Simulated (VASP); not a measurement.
# SrTe (Fm-3m) in VASP: a series of runs

SrTe is run at these levels: PBE; tasks: electric field gradients, density of states.

Program: VASP 6.6.1. These are calculated values, not measurements. Logs are shortened: lines on timing, memory, paths and dates and some standing lists are left out, and cuts for length are marked.

**1. The cell of the first run**

It takes space group Fm-3m (No. 225, cubic). Conventional cell: a = 6.778 Å, b = 6.778 Å, c = 6.778 Å, α = 90.00°, β = 90.00°, γ = 90.00°. Within 4.5 Å of Sr (site symmetry m-3m) lie 6 Te at 3.39 Å. Te (site symmetry m-3m) has 6 Sr at 3.39 Å within 4.5 Å.

**2. Electric field gradients, PBE (volume scaled by 1.03)**

INCAR

```
PREC = Accurate ; ENCUT = 400
EDIFF = 1E-8 ; ISMEAR = -1
SIGMA = 0.01 ; LREAL = False
LASPH = True ; NELM = 120
ALGO = Normal ; ISIF = 2
LWAVE = False ; LCHARG = False
GGA = PE ; LEFG = True
NBANDS = 15 ; GGA_COMPAT = False
```

KPOINTS

```
Automatic mesh
0
Gamma
  7 7 7
```

POSCAR

```
SrTe
1.0
    0.0000000000      3.3890635636      3.3890635636
    3.3890635636      0.0000000000      3.3890635636
    3.3890635636      3.3890635636      0.0000000000
Sr Te
1 1
Direct
    0.0000000000      0.0000000000      0.0000000000
    0.5000000000      0.5000000000      0.5000000000
```

Potentials or basis: VASP PAW PBE potentials, release 64 (Sr_sv, Te).

Command:

```bash
> cat potpaw_PBE.64/Sr_sv/POTCAR potpaw_PBE.64/Te/POTCAR > POTCAR
> mpirun -np 1 vasp_std > vasp.out
```

OUTCAR:

```text
PREC = Accurate
   ENCUT = 400
   EDIFF = 1E-8
   ISMEAR = -1
   LREAL = False
   LASPH = True
   NELM = 120
   ISIF = 2
   GGA = PE

 ion  position               nearest neighbor table
   1  0.000  0.000  0.000-   2 3.39   2 3.39   2 3.39   2 3.39   2 3.39   2 3.39
   2  0.500  0.500  0.500-   1 3.39   1 3.39   1 3.39   1 3.39   1 3.39   1 3.39

  LATTYP: Found a face centered cubic cell.
 ALAT       =     6.7781271272

  Lattice vectors:

 A1 = (   0.0000000000,   3.3890635636,   3.3890635636)
 A2 = (   3.3890635636,   0.0000000000,   3.3890635636)
 A3 = (   3.3890635636,   3.3890635636,   0.0000000000)

Analysis of symmetry for initial positions (statically):
=====================================================================
 Subroutine PRICEL returns:
 Original cell was already a primitive cell.

 Routine SETGRP: Setting up the symmetry group for a
 face centered cubic supercell.

 Subroutine GETGRP returns: Found 48 space group operations
 (whereof 48 operations were pure point group operations)
 out of a pool of 48 trial point group operations.

The static configuration has the point symmetry O_h .

Analysis of symmetry for dynamics (positions and initial velocities):
=====================================================================
 Subroutine PRICEL returns:
 Original cell was already a primitive cell.

 Routine SETGRP: Setting up the symmetry group for a
 face centered cubic supercell.

 Subroutine GETGRP returns: Found 48 space group operations
 (whereof 48 operations were pure point group operations)
 out of a pool of 48 trial point group operations.

The dynamic configuration has the point symmetry O_h .

 Subroutine INISYM returns: Found 48 space group operations
 (whereof 48 operations are pure point group operations),
 and found     1 'primitive' translations

----------------------------------------------------------------------------------------

                                     Primitive cell

  volume of cell :      77.8519

  direct lattice vectors                    reciprocal lattice vectors
     0.000000000  3.389063564  3.389063564    -0.147533379  0.147533379  0.147533379
     3.389063564  0.000000000  3.389063564     0.147533379 -0.147533379  0.147533379
     3.389063564  3.389063564  0.000000000     0.147533379  0.147533379 -0.147533379

  length of vectors
     4.792859655  4.792859655  4.792859655     0.255535309  0.255535309  0.255535309

  position of ions in fractional coordinates (direct lattice)
     0.000000000  0.000000000  0.000000000
     0.500000000  0.500000000  0.500000000

  ion indices of the primitive-cell ions
   primitive index   ion index
                 1           1
                 2           2

----------------------------------------------------------------------------------------

 KPOINTS: Automatic mesh

Automatic generation of k-mesh.
 Grid dimensions read from file:
 generate k-points for:    7    7    7

 Generating k-lattice:

  Cartesian coordinates                     Fractional coordinates (reciprocal lattice)
    -0.021076197  0.021076197  0.021076197     0.142857143  0.000000000  0.000000000
     0.021076197 -0.021076197  0.021076197     0.000000000  0.142857143  0.000000000
     0.021076197  0.021076197 -0.021076197     0.000000000  0.000000000  0.142857143

  Length of vectors
     0.036505044  0.036505044  0.036505044

  Shift w.r.t. Gamma in fractional coordinates (k-lattice)
     0.000000000  0.000000000  0.000000000

 Subroutine IBZKPT returns following result:
 ===========================================

 Found     20 irreducible k-points:

 Following reciprocal coordinates:
            Coordinates               Weight
  0.000000  0.000000  0.000000      1.000000
  0.142857  0.000000  0.000000      8.000000
  0.285714  0.000000  0.000000      8.000000
  0.428571  0.000000  0.000000      8.000000
  0.142857  0.142857  0.000000      6.000000
  0.285714  0.142857  0.000000     24.000000
[... 12 lines left out ...]
 -0.428571  0.428571  0.142857     24.000000
 -0.285714  0.428571  0.142857     24.000000
   k-points           NKPTS =     20   k-points in BZ     NKDIM =     20   number of bands    NBANDS=     15
   number of dos      NEDOS =    301   number of ions     NIONS =      2
   total plane-waves  NPLWV =  32768
   dimension x,y,z NGX =    32 NGY =   32 NGZ =   32
   dimension x,y,z NGXF=    64 NGYF=   64 NGZF=   64
   ions per type =               1   1
   NGX,Y,Z   is equivalent  to a cutoff of  11.10, 11.10, 11.10 a.u.
   NGXF,Y,Z  is equivalent  to a cutoff of  22.20, 22.20, 22.20 a.u.
 SYSTEM =  unknown system
   PREC   = accura    normal or accurate (medium, high low for compatibility)
   ISTART =      0    job   : 0-new  1-cont  2-samecut
   ICHARG =      2    charge: 1-file 2-atom 10-const
   ISPIN  =      1    spin polarized calculation?
   LNONCOLLINEAR =      F non collinear calculations
   LSORBIT =      F    spin-orbit coupling
   LASPH  =      T    aspherical Exc in radial PAW
   ENCUT  =  400.0 eV  29.40 Ry    5.42 a.u.   7.82  7.82  7.82*2*pi/ulx,y,z
   NELM   =    120;   NELMIN=  2; NELMDL= -5     # of ELM steps
   EDIFF  = 0.1E-07   stopping-criterion for ELM
   LREAL  =      F    real-space projection
   EDIFFG = 0.1E-06   stopping-criterion for IOM
   NSW    =      0    number of steps for IOM
   IBRION =     -1    ionic relax: 0-MD 1-quasi-New 2-CG
   NFREE  =      0    steps in history (QN), initial steepest desc. (CG)
   ISIF   =      2    stress and relaxation
   ISYM   =      2    0-nonsym 1-usesym 2-fastsym
   POTIM  = 0.5000    time-step for ionic-motion
   TEBEG  =    0.0;   TEEND  =   0.0 temperature during run
   PSTRESS=    0.0 pullay stress
   NELECT =      16.0000    total number of electrons
   NUPDOWN=      -1.0000    fix difference up-down
   EMIN   =  10.00;   EMAX   =-10.00  energy-range for DOS
   EFERMI =   0.00;   METHOD = LEGACY
   ISMEAR =    -1;   SIGMA  =   0.01  broadening in eV -4-tet -1-fermi 0-gaus
   EFERMI_NEDOS =   21; number of points for ismear=-14 and -15
   IALGO  =     38    algorithm
   IMIX   =      4    mixing-type and parameters
     AMIX     =   0.40;   BMIX     =  1.00
     AMIX_MAG =   1.60;   BMIX_MAG =  1.00
  volume/ion in A,a.u.               =      38.93       262.69
  Fermi-wavevector in a.u.,A,eV,Ry     =   0.966107  1.825677 12.699164  0.933362
  Thomas-Fermi vector in A             =   2.095880
   LORBIT       =      0    0 simple, 1 ext, 2 COOP (PROOUT), +10 PAW based schemes
   GGA     = PE    functional components
   LHFCALC =     F    Hartree Fock is set to
   AEXX    =    0.0000 exact exchange contribution
   IVDW    =     0    specifies the selected vdW correction
   LEPSILON=     F    determine dielectric tensor
   LRPA    =     F    only Hartree local field effects (RPA)
 non-spin polarized calculation
  energy-cutoff  :      400.00
  volume of cell :       77.85
 maximum number of plane-waves:      1425
   NGX = 15   NGY = 15   NGZ = 15

 number of electron      15.9999999 magnetization

 Free energy of the ion-electron system (eV)
  ---------------------------------------------------
  ext. energy  EPLUGINS =         0.00000000
  ---------------------------------------------------
  free energy    TOTEN  =        -8.26268327 eV

  energy without entropy =       -8.26268327  energy(sigma->0) =       -8.26268327

 E-fermi :   2.6781     XC(G=0):  -8.3078

 val. band max:        2.4866939941   @ k =   0.0000   0.0000   0.0000
 cond. band min:       4.3605712054   @ k =   0.4286   0.4286   0.0000
 fundamental gap:      1.8738772113
 Fermi energy:         2.6780879464

 k-point     1 :       0.0000    0.0000    0.0000
  band No.  band energies     occupation
      1     -32.3331      2.00000
      2     -14.3084      2.00000
      3     -14.3084      2.00000
      4     -14.3084      2.00000
      5      -7.3357      2.00000
      6       2.4867      2.00000
      7       2.4867      2.00000
      8       2.4867      2.00000
      9       5.1124      0.00000
     10       5.7999      0.00000
     11       5.7999      0.00000
     12       5.7999      0.00000
     13       6.3929      0.00000
     14       6.3929      0.00000
     15       9.9786      0.00000

 k-point     2 :       0.1429    0.0000    0.0000
  band No.  band energies     occupation
      1     -32.3325      2.00000
      2     -14.3273      2.00000
      3     -14.3093      2.00000
      4     -14.3093      2.00000
      5      -7.2409      2.00000
      6       1.7048      2.00000
      7       2.2337      2.00000
      8       2.2337      2.00000
      9       5.5672      0.00000
     10       6.0510      0.00000
     11       6.0510      0.00000
     12       6.2904      0.00000
     13       6.8819      0.00000
     14       6.8819      0.00000
     15      10.5785      0.00000

 k-point     3 :       0.2857    0.0000    0.0000
  band No.  band energies     occupation
      1     -32.3311      2.00000
      2     -14.3688      2.00000
      3     -14.3114      2.00000
      4     -14.3114      2.00000
      5      -7.0156      2.00000
      6       0.5931      2.00000
      7       1.7947      2.00000
      8       1.7947      2.00000
      9       5.7576      0.00000
     10       6.6818      0.00000
     11       6.6818      0.00000
     12       7.7136      0.00000
     13       8.0498      0.00000
     14       8.0498      0.00000
     15      10.3500      0.00000
[... 271 lines left out ...]
 k-point    19 :      -0.4286    0.4286    0.1429
  band No.  band energies     occupation
      1     -32.3290      2.00000
      2     -14.3701      2.00000
      3     -14.3417      2.00000
      4     -14.3351      2.00000
      5      -6.8836      2.00000
      6       0.6311      2.00000
      7       1.3959      2.00000
      8       1.4222      2.00000
      9       5.1912      0.00000
     10       6.7899      0.00000
     11       7.6663      0.00000
     12       8.0382      0.00000
     13       8.3489      0.00000
     14       8.4290      0.00000
     15      10.5721      0.00000

 k-point    20 :      -0.2857    0.4286    0.1429
  band No.  band energies     occupation
      1     -32.3289      2.00000
      2     -14.3604      2.00000
      3     -14.3583      2.00000
      4     -14.3326      2.00000
      5      -6.8464      2.00000
      6       0.7824      2.00000
      7       0.9259      2.00000
      8       1.3635      2.00000
      9       5.9625      0.00000
     10       6.8856      0.00000
     11       7.0733      0.00000
     12       8.0656      0.00000
     13       8.3649      0.00000
     14       9.3442      0.00000
     15      10.6274      0.00000

------------------------ aborting loop because EDIFF is reached ----------------------------------------

  FORCE on cell =-STRESS in cart. coord.  units (eV):
  Direction    XX          YY          ZZ          XY          YZ          ZX
  --------------------------------------------------------------------------------------
  -------------------------------------------------------------------------------------
  Total       -0.3649916     -0.3649916     -0.3649916      0.0000000     -0.0000000     -0.0000000
  in kB       -7.5114595     -7.5114595     -7.5114595      0.0000000     -0.0000000     -0.0000000
  external PRESSURE =      -7.5114595 kB  Pullay stress =       0.0000000 kB

 VOLUME and BASIS-vectors are now :
 -----------------------------------------------------------------------------
  energy-cutoff  :      400.00
  volume of cell :       77.85
      direct lattice vectors                 reciprocal lattice vectors
     0.000000000  3.389063564  3.389063564    -0.147533379  0.147533379  0.147533379
     3.389063564  0.000000000  3.389063564     0.147533379 -0.147533379  0.147533379
     3.389063564  3.389063564  0.000000000     0.147533379  0.147533379 -0.147533379

 POSITION                                       TOTAL-FORCE (eV/Angst)
 -----------------------------------------------------------------------------------
      0.00000      0.00000      0.00000         0.000000     -0.000000      0.000000
      3.38906      3.38906      3.38906        -0.000000      0.000000     -0.000000
 -----------------------------------------------------------------------------------
    total drift:                                0.000000     -0.000000     -0.000000

  FREE ENERGIE OF THE ION-ELECTRON SYSTEM (eV)
  ---------------------------------------------------
  free  energy   TOTEN  =        -8.2626832670 eV

  energy  without entropy=       -8.2626832670  energy(sigma->0) =       -8.26268327

 Electric field gradients (V/A^2)
---------------------------------------------------------------------
 ion       V_xx      V_yy      V_zz      V_xy      V_xz      V_yz
---------------------------------------------------------------------
   1      -0.000     0.000    -0.000    -0.000    -0.000    -0.000
   2      -0.000     0.000     0.000     0.000     0.000     0.000
---------------------------------------------------------------------

 Electric field gradients after diagonalization (V/A^2)
 (convention: |V_zz| > |V_xx| > |V_yy|)
----------------------------------------------------------------------
 ion       V_xx      V_yy      V_zz     asymmetry (V_yy - V_xx)/ V_zz
----------------------------------------------------------------------
   1       0.000     0.000    -0.000       0.000
   2      -0.000    -0.000     0.000       0.000
----------------------------------------------------------------------

           NMR quadrupolar parameters

 Cq : quadrupolar parameter    Cq=e*Q*V_zz/h
 eta: asymmetry parameters     (V_yy - V_xx)/ V_zz
 Q  : nuclear electric quadrupole moment in mb (millibarn)
----------------------------------------------------------------------
 ion       Cq(MHz)       eta       Q (mb)
----------------------------------------------------------------------
   1      -0.000       0.000       1.000
   2       0.000       0.000       1.000
----------------------------------------------------------------------
```

Wall time 24 s (1 thread of Intel Xeon 8259CL, shared host); peak memory 0.18 GiB.

What came out:

```
Free energy            : -8.2627 eV
Pressure               : -0.8 GPa
Band gap on the k mesh : 1.87 eV, indirect (least direct gap 2.56 eV)
```

Levels at points of the mesh, in eV from the valence-band top:
| k point | band 6 | band 7 | band 8 | band 9 | band 10 | band 11 |
| --- | --- | --- | --- | --- | --- | --- |
| (0.00, 0.00, 0.00) | 0.00 | 0.00 | 0.00 | 2.63 | 3.31 | 3.31 |

Caveat: without QUAD_EFG the Cq values of the log hold for a quadrupole moment of 1 mb, not for the nuclei; spin-orbit coupling is left out, which moves the levels of the heavy elements. A k mesh can miss the band edges.

[end of part 1 of 2]
